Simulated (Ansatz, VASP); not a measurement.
**Al: VASP beside Ansatz**

INCAR

```
SYSTEM = Al
PREC = Accurate
ENCUT = 520
EDIFF = 1E-6
ISMEAR = 0
SIGMA = 0.15
LREAL = .False.
LASPH = .True.
NELM = 60
ALGO = Normal
ISIF = 2
LWAVE = .False.
LCHARG = .False.
GGA = PS
NBANDS = 8
```

The input KPOINTS:

```
Automatic mesh
0
Gamma
  22 22 22
  0 0 0
```

The input POSCAR:

```
Al
1.0
    0.0000000000      2.1366492832      1.8161518907
    2.1366492832      0.0000000000      1.8161518907
    2.1366492832      2.1366492832      0.0000000000
Al
1
Direct
    0.0000000000      0.0000000000      0.0000000000
```

Input for Ansatz:

```yaml
crystal:
  lattice:
    - [0.0, 2.1366492832, 1.8161518907]
    - [2.1366492832, 0.0, 1.8161518907]
    - [2.1366492832, 2.1366492832, 0.0]
  atoms:
    - { symbol: Al, position: [0.0, 0.0, 0.0] }
basis:
  ecutwfc: 420
kpoints:
  mp_grid: { grid: [22, 22, 22] }
hamiltonian:
  xc: pbesol
scf:
  occupations: { method: gaussian, width: 0.15 }
output:
  forces: true
  stress: true
  eigenvalues: true
  write_density: true
  write_potential: true
  elf: true
  volumetric_format: npy
```

Alike in both runs: task single point; functional PBEsol; k mesh 22 × 22 × 22; occupations gaussian, width 0.15 eV; no spin polarisation.

```csv
,VASP,Ansatz
version,VASP 6.6.1,Ansatz 0.2.0
potentials or method,"VASP PAW PBE potentials, release 64 (Al), cutoff 520 eV","scalar-relativistic, plane waves, PAW"
valence electrons in the cell,3,3
```

|  | VASP | Ansatz | Ansatz less VASP |
| --- | --- | --- | --- |
| gap on the k mesh at the Fermi level (eV) | none | none | - |
| pressure (GPa) | -0.7 | -0.7 | -0.06 |
| traceless stress, the component that is largest in VASP (GPa) | 4.73 | 4.70 | -0.022 |

VASP's potentials were made for PBE, not for PBEsol. A gap of «none» marks a metal or a gap that the smearing closes.
